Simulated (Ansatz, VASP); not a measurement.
**CaSe: VASP beside Ansatz**

```xyz
2
Lattice="0.0000 2.8105 2.8105 2.8105 0.0000 2.8105 2.8105 2.8105 0.0000" Properties=species:S:1:pos:R:3 pbc="T T T"
Ca    0.0000    0.0000    0.0000
Se    2.8105    2.8105    2.8105
```

Change from the starting cell: hydrostatic strain -5.3%.

Alike in both runs: task single point; functional PBE; k mesh 8 × 8 × 8; occupations fermi-dirac, width 0.02 eV; no spin polarisation.

```csv
,VASP,Ansatz
version,VASP 6.6.1,Ansatz 0.2.0
potentials or method,"VASP PAW PBE potentials, release 64 (Ca_sv, Se)","plane waves, PAW"
plane-wave cutoff (eV),520,420
valence electrons in the cell,16,26
```

Ansatz gave:

| Quantity | Value |
| --- | --- |
| gap on the k mesh at the Fermi level (eV) | 1.59 |
| pressure (GPa) | 12.0 |

Estimate VASP's values.

gap on the k mesh at the Fermi level (eV): 1.57; pressure (GPa): 12.3.

VASP's potentials hold 16 valence electrons a cell and Ansatz's 26, so a difference there can come from the potentials and not from the codes.
